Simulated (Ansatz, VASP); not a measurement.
# Two plane-wave programs on In3PN2

```
In P N
1.0
    -1.88261    5.68661    2.66514
     1.88261   -5.68661    2.66514
     1.88261    5.68661   -2.66514
In P N
3 1 2
Direct
  0.96706 0.15249 0.81457
  0.33793 0.15249 0.18543
  0.56767 0.06767 0.50000
  0.88115 0.88115 0.00000
  0.20414 0.87587 0.32827
  0.54760 0.87587 0.67173
```

Change from the starting cell: species swapped into the Ag3AuS2 type (P1, No. 1).

Alike in both runs: functional PBE; k mesh 10 × 10 × 10; occupations gaussian, width 0.1 eV; no spin polarisation.

Ansatz relaxed the structure, and its values are those at the end. VASP's run is a single point on that final structure, the one shown.

|  | VASP | Ansatz |
| --- | --- | --- |
| version | VASP 6.6.1 | Ansatz 0.2.0 |
| potentials or method | VASP PAW PBE potentials, release 64 (In_d, P, N), cutoff 520 eV | scalar-relativistic, plane waves, PAW |
| valence electrons in the cell | 54 | 54 |

```csv
,VASP,Ansatz,Ansatz less VASP
gap on the k mesh at the Fermi level (eV),none,none,-
pressure (GPa),0.1,0.0,-0.07
rms of the force components (eV/Å),0.009,0.003,-0.0060
```

A gap of «none» marks a metal or a gap that the smearing closes. The functional is the same, so the differences come from potentials, cutoffs and numerics.
